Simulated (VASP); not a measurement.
**In: single point with RPBE**

In:

```
In
1.0
    -1.67050    1.72474    2.56477
     1.72474   -1.67050    2.56477
     1.62908    1.62908   -2.52913
In
1
Direct
  0.00000 0.00000 0.00000
```

```yaml
Program: VASP 6.6.1
Task: single point
Functional: RPBE
Potentials_or_basis: VASP PAW PBE potentials, release 64 (In_d)
Cutoff: 520 eV
k_mesh: 12 × 12 × 14
Occupations: fermi-dirac, width 0.1 eV
Spin: no spin polarisation
Dipole_correction: no
Further_INCAR_settings: ALGO = Normal; EDIFF = 1e-06; NBANDS = 12; ISYM = 0
```

* Pressure: -0.1 GPa

Levels at points of the mesh, in eV from the Fermi level:
| k point | band 4 | band 5 | band 6 | band 7 | band 8 | band 9 |
| --- | --- | --- | --- | --- | --- | --- |
| (0.00, 0.00, 0.00) | -14.51 | -14.43 | -8.88 | 9.44 | 9.70 | 10.17 |
| (0.50, 0.00, 0.00) | -14.37 | -14.34 | -4.36 | -3.01 | 7.21 | 8.59 |
| (0.00, 0.50, 0.00) | -14.37 | -14.34 | -4.36 | -3.01 | 7.21 | 8.59 |
| (0.50, 0.50, 0.00) | -14.36 | -14.28 | -2.00 | -1.78 | 3.29 | 4.19 |
| (0.00, 0.00, 0.50) | -14.34 | -14.28 | -1.61 | -1.52 | 3.21 | 3.60 |
| (0.50, 0.00, 0.50) | -14.36 | -14.33 | -4.07 | -2.92 | 6.70 | 8.41 |
| (0.00, 0.50, 0.50) | -14.36 | -14.33 | -4.07 | -2.92 | 6.70 | 8.41 |
| (0.50, 0.50, 0.50) | -14.34 | -14.32 | -3.03 | -2.35 | 4.49 | 4.62 |

Wall time 3 min on 1 thread of AMD EPYC 7R13 Processor (Zen 3) (shared host), peak memory 0.4 GiB.

Caveat: the PAW data sets were made with another functional, which shifts forces and pressure a little; spin-orbit coupling is left out, which moves the levels of the heavy elements.
